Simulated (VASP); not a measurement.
# K (Fd-3m) in VASP: further runs

Runs on K. Level: PBEsol. Tasks: single point, relaxation of cell and atoms.

All numbers are computed with VASP 6.6.1; they aren't measurements. Logs are shortened: lines on timing, memory, paths and dates and some standing lists are left out, and cuts for length are marked.

## Step 1: The cell of the first run

It takes space group Fd-3m (No. 227, cubic). The conventional cell has a = 9.672 Å, b = 9.672 Å, c = 9.672 Å, α = 90.00°, β = 90.00°, γ = 90.00°. Within 5.5 Å of K (site symmetry -43m) lie 4 K at 4.19 Å.

This isn't the form of K at room conditions, which is bcc.

## Step 2: Single point, PBEsol (113.11 Å³/atom)

File INCAR:

```
SYSTEM = K
  PREC = Accurate
  ENCUT = 520
  EDIFF = 1E-6
  ISMEAR = -1
  SIGMA = 0.1
  LREAL = .FALSE.
  LASPH = .TRUE.
  NELM = 100
  ALGO = Normal
  ISIF = 2
  LWAVE = .FALSE.
  LCHARG = .FALSE.
  GGA = PS
  NBANDS = 16
```

File KPOINTS:

```
regular mesh
0
G
  7 7 7
  0 0 0
```

File POSCAR:

```
K
1.0
    0.0000000000      4.8362203224      4.8362203224
    4.8362203224      0.0000000000      4.8362203224
    4.8362203224      4.8362203224      0.0000000000
K
2
Direct
    0.1250000000      0.1250000000      0.1250000000
    0.8750000000      0.8750000000      0.8750000000
```

Potentials or basis: VASP PAW PBE potentials, release 64 (K_sv).

On the command line:

```
$ cat potpaw_PBE.64/K_sv/POTCAR > POTCAR
$ mpirun -np 1 vasp_std > vasp.out
```

OUTCAR:

```text
SYSTEM = K
   PREC = Accurate
   ENCUT = 520
   EDIFF = 1E-6
   ISMEAR = -1
   LREAL = .FALSE.
   LASPH = .TRUE.
   NELM = 100
   ISIF = 2
   GGA = PS

 ion  position               nearest neighbor table
   1  0.125  0.125  0.125-
   2  0.875  0.875  0.875-

  LATTYP: Found a face centered cubic cell.
 ALAT       =     9.6724406448

  Lattice vectors:

 A1 = (   0.0000000000,   4.8362203224,   4.8362203224)
 A2 = (   4.8362203224,   0.0000000000,   4.8362203224)
 A3 = (   4.8362203224,   4.8362203224,   0.0000000000)

Analysis of symmetry for initial positions (statically):
=====================================================================
 Subroutine PRICEL returns:
 Original cell was already a primitive cell.

 Routine SETGRP: Setting up the symmetry group for a
 face centered cubic supercell.

 Subroutine GETGRP returns: Found 48 space group operations
 (whereof 12 operations were pure point group operations)
 out of a pool of 48 trial point group operations.

The static configuration has the point symmetry D_3d.
 The point group associated with its full space group is O_h .

Analysis of symmetry for dynamics (positions and initial velocities):
=====================================================================
 Subroutine PRICEL returns:
 Original cell was already a primitive cell.

 Routine SETGRP: Setting up the symmetry group for a
 face centered cubic supercell.

 Subroutine GETGRP returns: Found 48 space group operations
 (whereof 12 operations were pure point group operations)
 out of a pool of 48 trial point group operations.

The dynamic configuration has the point symmetry D_3d.
 The point group associated with its full space group is O_h .

 Subroutine INISYM returns: Found 48 space group operations
 (whereof 12 operations are pure point group operations),
 and found     1 'primitive' translations

----------------------------------------------------------------------------------------

                                     Primitive cell

  volume of cell :     226.2290

  direct lattice vectors                    reciprocal lattice vectors
     0.000000000  4.836220322  4.836220322    -0.103386522  0.103386522  0.103386522
     4.836220322  0.000000000  4.836220322     0.103386522 -0.103386522  0.103386522
     4.836220322  4.836220322  0.000000000     0.103386522  0.103386522 -0.103386522

  length of vectors
     6.839448371  6.839448371  6.839448371     0.179070709  0.179070709  0.179070709

  position of ions in fractional coordinates (direct lattice)
     0.125000000  0.125000000  0.125000000
     0.875000000  0.875000000  0.875000000

  ion indices of the primitive-cell ions
   primitive index   ion index
                 1           1
                 2           2

----------------------------------------------------------------------------------------

 KPOINTS: regular mesh

Automatic generation of k-mesh.
 Grid dimensions read from file:
 generate k-points for:    7    7    7

 Generating k-lattice:

  Cartesian coordinates                     Fractional coordinates (reciprocal lattice)
    -0.014769503  0.014769503  0.014769503     0.142857143  0.000000000  0.000000000
     0.014769503 -0.014769503  0.014769503     0.000000000  0.142857143  0.000000000
     0.014769503  0.014769503 -0.014769503     0.000000000  0.000000000  0.142857143

  Length of vectors
     0.025581530  0.025581530  0.025581530

  Shift w.r.t. Gamma in fractional coordinates (k-lattice)
     0.000000000  0.000000000  0.000000000

 Subroutine IBZKPT returns following result:
 ===========================================

 Found     20 irreducible k-points:

 Following reciprocal coordinates:
            Coordinates               Weight
  0.000000  0.000000  0.000000      1.000000
  0.142857  0.000000  0.000000      8.000000
  0.285714  0.000000  0.000000      8.000000
  0.428571  0.000000  0.000000      8.000000
  0.142857  0.142857  0.000000      6.000000
  0.285714  0.142857  0.000000     24.000000
[... 12 lines left out ...]
 -0.428571  0.428571  0.142857     24.000000
 -0.285714  0.428571  0.142857     24.000000
   k-points           NKPTS =     20   k-points in BZ     NKDIM =     20   number of bands    NBANDS=     16
   number of dos      NEDOS =    301   number of ions     NIONS =      2
   total plane-waves  NPLWV = 157464
   dimension x,y,z NGX =    54 NGY =   54 NGZ =   54
   dimension x,y,z NGXF=   108 NGYF=  108 NGZF=  108
   ions per type =               2
   NGX,Y,Z   is equivalent  to a cutoff of  13.13, 13.13, 13.13 a.u.
   NGXF,Y,Z  is equivalent  to a cutoff of  26.25, 26.25, 26.25 a.u.
 SYSTEM =  K
   PREC   = accura    normal or accurate (medium, high low for compatibility)
   ISTART =      0    job   : 0-new  1-cont  2-samecut
   ICHARG =      2    charge: 1-file 2-atom 10-const
   ISPIN  =      1    spin polarized calculation?
   LNONCOLLINEAR =      F non collinear calculations
   LSORBIT =      F    spin-orbit coupling
   LASPH  =      T    aspherical Exc in radial PAW
   ENCUT  =  520.0 eV  38.22 Ry    6.18 a.u.  12.72 12.72 12.72*2*pi/ulx,y,z
   NELM   =    100;   NELMIN=  2; NELMDL= -5     # of ELM steps
   EDIFF  = 0.1E-05   stopping-criterion for ELM
   LREAL  =      F    real-space projection
   EDIFFG = 0.1E-04   stopping-criterion for IOM
   NSW    =      0    number of steps for IOM
   IBRION =     -1    ionic relax: 0-MD 1-quasi-New 2-CG
   NFREE  =      0    steps in history (QN), initial steepest desc. (CG)
   ISIF   =      2    stress and relaxation
   ISYM   =      2    0-nonsym 1-usesym 2-fastsym
   POTIM  = 0.5000    time-step for ionic-motion
   TEBEG  =    0.0;   TEEND  =   0.0 temperature during run
   PSTRESS=    0.0 pullay stress
   NELECT =      18.0000    total number of electrons
   NUPDOWN=      -1.0000    fix difference up-down
   EMIN   =  10.00;   EMAX   =-10.00  energy-range for DOS
   EFERMI =   0.00;   METHOD = LEGACY
   ISMEAR =    -1;   SIGMA  =   0.10  broadening in eV -4-tet -1-fermi 0-gaus
   EFERMI_NEDOS =   21; number of points for ismear=-14 and -15
   IALGO  =     38    algorithm
   IMIX   =      4    mixing-type and parameters
     AMIX     =   0.40;   BMIX     =  1.00
     AMIX_MAG =   1.60;   BMIX_MAG =  1.00
  volume/ion in A,a.u.               =     113.11       763.33
  Fermi-wavevector in a.u.,A,eV,Ry     =   0.704125  1.330603  6.745654  0.495792
  Thomas-Fermi vector in A             =   1.789282
   LORBIT       =      0    0 simple, 1 ext, 2 COOP (PROOUT), +10 PAW based schemes
   GGA     = PS    functional components
   LHFCALC =     F    Hartree Fock is set to
   AEXX    =    0.0000 exact exchange contribution
   IVDW    =     0    specifies the selected vdW correction
   LEPSILON=     F    determine dielectric tensor
   LRPA    =     F    only Hartree local field effects (RPA)
 non-spin polarized calculation
  energy-cutoff  :      520.00
  volume of cell :      226.23
 maximum number of plane-waves:      6107
 NGX is ok and might be reduce to    54
   NGX = 25   NGY = 25   NGZ = 25

 number of electron      17.9999998 magnetization

 Free energy of the ion-electron system (eV)
  ---------------------------------------------------
  ext. energy  EPLUGINS =         0.00000000
  ---------------------------------------------------
  free energy    TOTEN  =        -1.65903433 eV

  energy without entropy =       -1.60449207  energy(sigma->0) =       -1.63176320

 E-fermi :  -0.8783     XC(G=0):  -4.6683

 val. band max:       -0.8831547903   @ k =  -0.2857   0.4286   0.1429
 cond. band min:      -0.8726839056   @ k =  -0.4286   0.1429   0.0000
 fundamental gap:      0.0104708847
 Fermi energy:        -0.8782941902

 k-point     1 :       0.0000    0.0000    0.0000
  band No.  band energies     occupation
      1     -33.3618      2.00000
      2     -33.3499      2.00000
      3     -16.9223      2.00000
      4     -16.9223      2.00000
      5     -16.9223      2.00000
      6     -16.8662      2.00000
[... 8 lines left out ...]
     15       1.7749      0.00000
     16       1.8759      0.00000

 k-point     2 :       0.1429    0.0000    0.0000
  band No.  band energies     occupation
      1     -33.3614      2.00000
      2     -33.3503      2.00000
      3     -16.9234      2.00000
      4     -16.9234      2.00000
      5     -16.9219      2.00000
      6     -16.8669      2.00000
[... 8 lines left out ...]
     15       1.8038      0.00000
     16       1.9283      0.00000

 k-point     3 :       0.2857    0.0000    0.0000
  band No.  band energies     occupation
      1     -33.3603      2.00000
      2     -33.3515      2.00000
      3     -16.9259      2.00000
      4     -16.9259      2.00000
      5     -16.9209      2.00000
      6     -16.8683      2.00000
[... 8 lines left out ...]
     15       1.6580      0.00000
     16       2.2176      0.00000

 k-point     4 :       0.4286    0.0000    0.0000
  band No.  band energies     occupation
      1     -33.3591      2.00000
      2     -33.3527      2.00000
      3     -16.9277      2.00000
      4     -16.9277      2.00000
      5     -16.9202      2.00000
      6     -16.8695      2.00000
[... 8 lines left out ...]
     15       1.5577      0.00000
     16       2.4835      0.00000
[... 248 lines left out ...]
 k-point    18 :      -0.4286    0.2857    0.1429
  band No.  band energies     occupation
      1     -33.3580      2.00000
      2     -33.3538      2.00000
      3     -16.9332      2.00000
      4     -16.9304      2.00000
      5     -16.9084      2.00000
      6     -16.8810      2.00000
[... 8 lines left out ...]
     15       2.0121      0.00000
     16       2.4180      0.00000

 k-point    19 :      -0.4286    0.4286    0.1429
  band No.  band energies     occupation
      1     -33.3571      2.00000
      2     -33.3547      2.00000
      3     -16.9336      2.00000
      4     -16.9327      2.00000
      5     -16.9012      2.00000
      6     -16.8883      2.00000
[... 8 lines left out ...]
     15       2.2465      0.00000
     16       2.4690      0.00000

 k-point    20 :      -0.2857    0.4286    0.1429
  band No.  band energies     occupation
      1     -33.3567      2.00000
      2     -33.3550      2.00000
      3     -16.9343      2.00000
      4     -16.9324      2.00000
      5     -16.9005      2.00000
      6     -16.8890      2.00000
[... 8 lines left out ...]
     15       2.0627      0.00000
     16       2.2778      0.00000

------------------------ aborting loop because EDIFF is reached ----------------------------------------

  FORCE on cell =-STRESS in cart. coord.  units (eV):
  Direction    XX          YY          ZZ          XY          YZ          ZX
  --------------------------------------------------------------------------------------
  -------------------------------------------------------------------------------------
  Total       -0.1305412     -0.1305412     -0.1305412     -0.0000000     -0.0000000      0.0000000
  in kB       -0.9245067     -0.9245067     -0.9245067     -0.0000000     -0.0000000      0.0000000
  external PRESSURE =      -0.9245067 kB  Pullay stress =       0.0000000 kB

 VOLUME and BASIS-vectors are now :
 -----------------------------------------------------------------------------
  energy-cutoff  :      520.00
  volume of cell :      226.23
      direct lattice vectors                 reciprocal lattice vectors
     0.000000000  4.836220322  4.836220322    -0.103386522  0.103386522  0.103386522
     4.836220322  0.000000000  4.836220322     0.103386522 -0.103386522  0.103386522
     4.836220322  4.836220322  0.000000000     0.103386522  0.103386522 -0.103386522

 POSITION                                       TOTAL-FORCE (eV/Angst)
 -----------------------------------------------------------------------------------
      1.20906      1.20906      1.20906         0.000000      0.000000      0.000000
      8.46339      8.46339      8.46339        -0.000000     -0.000000     -0.000000
 -----------------------------------------------------------------------------------
    total drift:                               -0.000000      0.000000     -0.000000

  FREE ENERGIE OF THE ION-ELECTRON SYSTEM (eV)
  ---------------------------------------------------
  free  energy   TOTEN  =        -1.6590343260 eV

  energy  without entropy=       -1.6044920659  energy(sigma->0) =       -1.63176320
```

Wall time 2.9 min (1 thread of Intel Xeon 8259CL, shared host); peak memory 0.4 GiB.

Results:

- Free energy: -1.6590 eV
- Pressure: -0.1 GPa
- Band gap on the k mesh: zero (bands 9 and 10 overlap by 0.05 eV)

Levels at points of the mesh, in eV from the Fermi level:
```csv
k point,band 7,band 8,band 9,band 10,band 11,band 12
"(0.00, 0.00, 0.00)",-15.99,-15.99,-1.64,2.34,2.34,2.34
```

Caveat: the PAW data sets were made with another functional, which shifts forces and pressure a little.

[end of part 1 of 2]

The gap in the log of VASP goes by the Fermi energy; the results here count the filled bands.